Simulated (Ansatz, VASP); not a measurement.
**ZrPdSe4 in VASP and in Ansatz**

```
CELL_PARAMETERS angstrom
4.92730 0.00000 0.00000
-2.46365 4.26716 0.00000
0.00000 0.00000 5.67137
ATOMIC_POSITIONS crystal
Zr 0.00000 0.00000 0.50000
Pd 0.00000 0.00000 0.00000
Se 0.66667 0.33333 0.26838
Se 0.33333 0.66667 0.73162
Se 0.33333 0.66667 0.26838
Se 0.66667 0.33333 0.73162
```

Change from the starting cell: species swapped into the MgAlB4 type (P6/mmm, No. 191).

Alike in both runs: functional PBE; k mesh 6 × 6 × 2; occupations gaussian, width 0.1 eV; no spin polarisation.

Ansatz relaxed the structure, and its values are those at the end. VASP's run is a single point on that final structure, the one shown.

|  | VASP | Ansatz |
| --- | --- | --- |
| version | VASP 6.6.1 | Ansatz 0.2.0 |
| potentials or method | VASP PAW PBE potentials, release 64 (Zr_sv, Pd, Se), cutoff 520 eV | scalar-relativistic, plane waves, PAW |
| valence electrons in the cell | 46 | 94 |

```csv
,VASP,Ansatz,Ansatz less VASP
gap on the k mesh at the Fermi level (eV),none,none,-
pressure (GPa),0.1,0.1,-0.06
rms of the force components (eV/Å),0.008,0.002,-0.0058
```

A gap of «none» marks a metal or a gap that the smearing closes. The functional is the same, so the differences come from potentials, cutoffs and numerics. VASP's potentials hold 46 valence electrons a cell and Ansatz's 94, so a difference there can come from the potentials and not from the codes.

The k mesh is coarse, so the values compare programs but aren't converged.
